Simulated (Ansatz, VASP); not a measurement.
# Two plane-wave programs on LiBr

```xyz
2
Lattice="0.0000 2.7062 2.7062 2.7062 0.0000 2.7062 2.7062 2.7062 0.0000" Properties=species:S:1:pos:R:3 pbc="T T T"
Li    0.0000    0.0000    0.0000
Br    2.7062    2.7062    2.7062
```

Alike in both runs: functional PBEsol; k mesh 8 × 8 × 8; occupations gaussian, width 0.02 eV; no spin polarisation.

Ansatz relaxed the structure, and its values are those at the end. VASP's run is a single point on that final structure, the one shown.

|  | VASP | Ansatz |
| --- | --- | --- |
| version | VASP 6.6.1 | Ansatz 0.2.0 |
| potentials or method | VASP PAW PBE potentials, release 64 (Li_sv, Br), cutoff 750 eV | scalar-relativistic, plane waves, PAW |
| valence electrons in the cell | 10 | 10 |

```csv
,VASP,Ansatz,Ansatz less VASP
gap on the k mesh at the Fermi level (eV),4.98,4.98,-0.001
least direct gap on the mesh (eV),4.98,4.98,-0.001
pressure (GPa),0.0,0.0,+0.02
```

VASP's potentials were made for PBE, not for PBEsol. The functional is the same, so the differences come from potentials, cutoffs and numerics.
